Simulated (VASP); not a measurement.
Here is a VASP 6.6.1 calculation.

File POSCAR:

```
LiF
1.0
    0.0000000000      2.0208911300      2.0208911300
    2.0208911300      0.0000000000      2.0208911300
    2.0208911300      2.0208911300      0.0000000000
Li F
1 1
Direct
    0.0000000000      0.0000000000      0.0000000000
    0.5000000000      0.5000000000      0.5000000000
```

Contents of INCAR.step1:

```
SYSTEM = LiF
ALGO     = Normal         ! electronic algorithm
EDIFF    = 1E-4           ! SCF threshold, eV
ENCUT    = 520            ! plane-wave cutoff, eV
GGA      = PE             ! functional
ISMEAR   = -1             ! smearing method
LASPH    = .TRUE.         ! aspherical terms in the spheres
LCHARG   = .FALSE.        ! write CHGCAR
LREAL    = .FALSE.        ! projectors in reciprocal space
LWAVE    = .TRUE.         ! write WAVECAR
NBANDS   = 12             ! bands
NELM     = 60             ! most SCF steps
PREC     = Accurate       ! precision mode
SIGMA    = 0.02           ! smearing width, eV
```

Contents of INCAR.step2:

```
SYSTEM = LiF
ALGO     = Normal         ! electronic algorithm
EDIFF    = 1E-7           ! SCF threshold, eV
ENCUT    = 520            ! plane-wave cutoff, eV
ISIF     = 2              ! what is computed and relaxed
ISMEAR   = -1             ! smearing method
ISTART   = 1            
LASPH    = .TRUE.         ! aspherical terms in the spheres
LCHARG   = .FALSE.        ! write CHGCAR
LMIXTAU  = .TRUE.       
LREAL    = .FALSE.        ! projectors in reciprocal space
LWAVE    = .FALSE.        ! write WAVECAR
METAGGA  = R2SCAN         ! meta-GGA
NBANDS   = 12             ! bands
NELM     = 60             ! most SCF steps
PREC     = Accurate       ! precision mode
SIGMA    = 0.02           ! smearing width, eV
```

Contents of KPOINTS:

```
k-points
0
G
  12 12 12
  0 0 0
```

Potentials or basis: VASP PAW PBE potentials, release 64 (Li_sv, F).

Launch:

```sh
$ cat potpaw_PBE.64/Li_sv/POTCAR potpaw_PBE.64/F/POTCAR > POTCAR
$ cp INCAR.step1 INCAR
$ mpirun -np 1 vasp_std > vasp.out
$ cp INCAR.step2 INCAR
$ mpirun -np 1 vasp_std > vasp.out
```

(1) What does it give for the band gap on the k mesh?

## Answers

(1) 10.16 eV, direct.
